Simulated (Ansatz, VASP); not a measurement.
# CdO5: VASP beside Ansatz

The input INCAR:

```
PREC = Accurate ; ENCUT = 600
EDIFF = 1E-6 ; ISMEAR = 0
SIGMA = 0.1 ; LREAL = False
LASPH = True ; NELM = 150
ALGO = Normal ; ISIF = 3
LWAVE = False ; LCHARG = False
ISPIN = 2 ; MAGMOM = 0 1.05 1.05 1.05 1.05 1.05
LORBIT = 11 ; GGA = PE
IBRION = 2 ; NSW = 90
EDIFFG = -0.04
```

Contents of KPOINTS:

```
Automatic mesh
0
Gamma
  6 6 6
```

Contents of POSCAR:

```
CdO5
1.0
    0.0000000000      3.1343448969      3.1343448969
    3.1343448969      0.0000000000      3.1343448969
    3.1343448969      3.1343448969      0.0000000000
Cd O
1 5
Direct
    0.0000000000      0.0000000000      0.0000000000
    0.2500000000      0.2500000000      0.2500000000
    0.6232666641      0.6232666641      0.6232666641
    0.1302000078      0.6232666641      0.6232666641
    0.6232666641      0.6232666641      0.1302000078
    0.6232666641      0.1302000078      0.6232666641
```

Input for Ansatz:

```yaml
crystal:
  lattice:
    - [0.0, 3.1343448969, 3.1343448969]
    - [3.1343448969, 0.0, 3.1343448969]
    - [3.1343448969, 3.1343448969, 0.0]
  atoms:
    - { symbol: Cd, position: [0.0, 0.0, 0.0] }
    - { symbol: O, position: [0.25, 0.25, 0.25], spin: 1.05 }
    - { symbol: O, position: [0.6232666641, 0.6232666641, 0.6232666641], spin: 1.05 }
    - { symbol: O, position: [0.1302000078, 0.6232666641, 0.6232666641], spin: 1.05 }
    - { symbol: O, position: [0.6232666641, 0.6232666641, 0.1302000078], spin: 1.05 }
    - { symbol: O, position: [0.6232666641, 0.1302000078, 0.6232666641], spin: 1.05 }
basis:
  ecutwfc: 420
kpoints:
  mp_grid: { grid: [6, 6, 6] }
hamiltonian:
  xc: pbe
scf:
  occupations: { method: gaussian, width: 0.1 }
  lower_state_search: "off"
output:
  forces: true
  stress: true
  eigenvalues: true
  populations: true
magnetization:
  spin_polarized: true
relax:
  adjacent_minimum: "off"
  f_tol: 0.04
  max_steps: 70
  cell: { stress_tol: 0.4 }
```

Change from the starting cell: species swapped into the ZrCu5 type (F-43m, No. 216).

Alike in both runs: task relaxation of cell and atoms; functional PBE; k mesh 6 × 6 × 6; occupations gaussian, width 0.1 eV; collinear spin.

|  | VASP | Ansatz |
| --- | --- | --- |
| version | VASP 6.6.1 | Ansatz 0.2.0 |
| potentials or method | VASP PAW PBE potentials, release 64 (Cd, O), cutoff 600 eV | scalar-relativistic, plane waves, PAW |
| valence electrons in the cell | 42 | 50 |

|  | VASP | Ansatz | Ansatz less VASP |
| --- | --- | --- | --- |
| gap on the k mesh at the Fermi level, each at its own relaxed structure (eV) | none | none | - |
| net moment per atom (μB) | 0.64 | 0.64 | 0.000 |
| size of the moment on the site where the two differ most (μB) | 1.29 | 1.50 | +0.214 |
| relaxed volume (Å³/atom) | 10.15 | 10.15 | +0.002 |
| relaxed cell length with the largest relative difference (Å) | 4.415 | 4.416 | +0.0002 |

Site moments also hang on the region over which each program counts them. A gap of «none» marks a metal or a gap that the smearing closes. VASP's potentials hold 42 valence electrons a cell and Ansatz's 50, so a difference there can come from the potentials and not from the codes.
